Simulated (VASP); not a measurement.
Wanted: the native input for a VASP 6.6.1 run.

```yaml
Task: single point
Functional: LDA
Potentials_or_basis: VASP PAW LDA potentials, release 64 (K_sv, Mg, H)
Cutoff: 520 eV
k_mesh: 8 × 8 × 8
Occupations: gaussian, width 0.05 eV
Spin: no spin polarisation
Dipole_correction: no
Further_INCAR_settings: ALGO = Normal; EDIFF = 1e-06; NBANDS = 15
```

The structure of KMgH3 lies in POSCAR:

```
KMgH3
1.0
    4.0250000000      0.0000000000      0.0000000000
    0.0000000000      4.0250000000      0.0150937500
    0.0000000000      0.0150937500      4.0250000000
K Mg H
1 1 3
Direct
    0.0000000000      0.0000000000      0.0000000000
    0.5000000000      0.5000000000      0.5000000000
    0.0000000000      0.5000000000      0.5000000000
    0.5000000000      0.0000000000      0.5000000000
    0.5000000000      0.5000000000      0.0000000000
```

This cell differs from its parent crystal: strain +0.0075 x Voigt [0, 0, 0, 1, 0, 0].

These files were run (other wordings do the same):

INCAR

```
PREC = Accurate ; ENCUT = 520
EDIFF = 1E-6 ; ISMEAR = 0
SIGMA = 0.05 ; LREAL = False
LASPH = True ; NELM = 100
ALGO = Normal ; ISIF = 2
LWAVE = False ; LCHARG = False
GGA = CA ; NBANDS = 15
```

KPOINTS

```
Automatic mesh
0
Gamma
  8 8 8
```

Potentials or basis: VASP PAW LDA potentials, release 64 (K_sv, Mg, H).

Launch:

```bash
$ cat potpaw_LDA.64/K_sv/POTCAR potpaw_LDA.64/Mg/POTCAR potpaw_LDA.64/H/POTCAR > POTCAR
$ mpirun -np 1 vasp_std > vasp.out
```

It gave:

The pressure is -3.2 GPa and the band gap on the k mesh is 2.05 eV, indirect (least direct gap 4.19 eV).

Caveat: the cell differs from its parent crystal (strain +0.0075 x Voigt [0, 0, 0, 1, 0, 0]).

It took 33 s on 1 thread of Intel(R) Xeon(R) 6975P-C (Granite Rapids) (shared host), peak memory 0.23 GiB.
